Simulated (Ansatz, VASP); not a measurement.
## Pd: VASP beside Ansatz

Contents of INCAR:

```
  ALGO = Normal
  EDIFF = 1E-7
  EDIFFG = -0.002
  ENCUT = 600
  GGA = PS
  IBRION = 2
  ISIF = 3
  ISMEAR = -1
  LASPH = True
  LCHARG = False
  LREAL = False
  LWAVE = False
  NELM = 60
  NSW = 100
  PREC = Accurate
  SIGMA = 0.1
```

Contents of KPOINTS:

```
k-points
0
Gamma
  24 24 24
```

The input POSCAR:

```
Pd
1.0
    0.0000000000      1.9465000000      1.9465000000
    1.9465000000      0.0000000000      1.9465000000
    1.9465000000      1.9465000000      0.0000000000
Pd
1
Direct
    0.0000000000      0.0000000000      0.0000000000
```

Input for Ansatz:

```yaml
crystal:
  lattice:
    - [0.0, 1.9465, 1.9465]
    - [1.9465, 0.0, 1.9465]
    - [1.9465, 1.9465, 0.0]
  atoms:
    - { symbol: Pd, position: [0.0, 0.0, 0.0] }
kpoints:
  mp_grid: { grid: [24, 24, 24] }
scf:
  occupations: { method: fermi_dirac, width: 0.1 }
hamiltonian:
  xc: pbesol
  pseudopotentials: { kind: paw }
relax:
  f_tol: 0.002
  max_steps: 80
  cell: {}
output:
  forces: true
  stress: true
```

Alike in both runs: task relaxation of cell and atoms; functional PBEsol; k mesh 24 × 24 × 24; occupations fermi-dirac, width 0.1 eV; no spin polarisation.

|  | VASP | Ansatz |
| --- | --- | --- |
| version | VASP 6.6.1 | Ansatz 0.2.0 |
| potentials or method | VASP PAW PBE potentials, release 64 (Pd) | PAW with Ansatz's default frozen-core files, scalar-relativistic |
| plane-wave cutoff (eV) | 600 | 420 |
| valence electrons in the cell | 10 | 18 |

Ansatz gave:

| Property | Result |
| --- | --- |
| relaxed volume (Å³/atom) | 14.58 |
| relaxed cell length with the largest relative difference (Å) | 2.742 |

What did VASP give for the same quantities?

Relaxed volume (Å³/atom): 14.55; relaxed cell length with the largest relative difference (Å): 2.740.

VASP's potentials were made for PBE, not for PBEsol. VASP's potentials hold 10 valence electrons a cell and Ansatz's 18, so a difference there can come from the potentials and not from the codes.
